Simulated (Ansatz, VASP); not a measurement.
# SbS2: VASP beside Ansatz

```
Sb S
1.0
    -7.05041    7.05041    7.05041
     7.05041   -7.05041    7.05041
     7.05041    7.05041   -7.05041
Sb S
6 12
Cartesian
  0.0000 7.0504 3.5252
  7.0504 0.0000 3.5252
  3.5252 7.0504 0.0000
  0.0000 3.5252 7.0504
  3.5252 0.0000 7.0504
  7.0504 3.5252 0.0000
  1.5342 7.0504 1.5342
  0.0000 5.5162 5.5162
  -1.5342 7.0504 1.5342
  7.0504 1.5342 -1.5342
  1.5342 7.0504 -1.5342
  7.0504 -1.5342 1.5342
  5.5162 0.0000 5.5162
  7.0504 1.5342 1.5342
  -1.5342 1.5342 7.0504
  5.5162 5.5162 0.0000
  1.5342 1.5342 7.0504
  1.5342 -1.5342 7.0504
```

Alike in both runs: functional PBE; k mesh 4 × 4 × 4; occupations gaussian, width 0.1 eV; no spin polarisation.

Ansatz relaxed the structure, and its values are those at the end. VASP's run is a single point on that final structure, the one shown.

|  | VASP | Ansatz |
| --- | --- | --- |
| version | VASP 6.6.1 | Ansatz 0.2.0 |
| potentials or method | VASP PAW PBE potentials, release 64 (Sb, S), cutoff 520 eV | scalar-relativistic, plane waves, PAW |
| valence electrons in the cell | 102 | 162 |

|  | VASP | Ansatz | Ansatz less VASP |
| --- | --- | --- | --- |
| gap on the k mesh at the Fermi level (eV) | none | none | - |
| pressure (GPa) | 0.0 | 0.0 | +0.02 |
| rms of the force components (eV/Å) | 0.004 | 0.004 | +0.0002 |

A gap of «none» marks a metal or a gap that the smearing closes. With one functional, cell and mesh, what is left measures potentials, basis and numerics. VASP's potentials hold 102 valence electrons a cell and Ansatz's 162, so a difference there can come from the potentials and not from the codes. Ansatz's warnings: xc potential rough in thin density.

Neither program's run includes spin-orbit coupling.
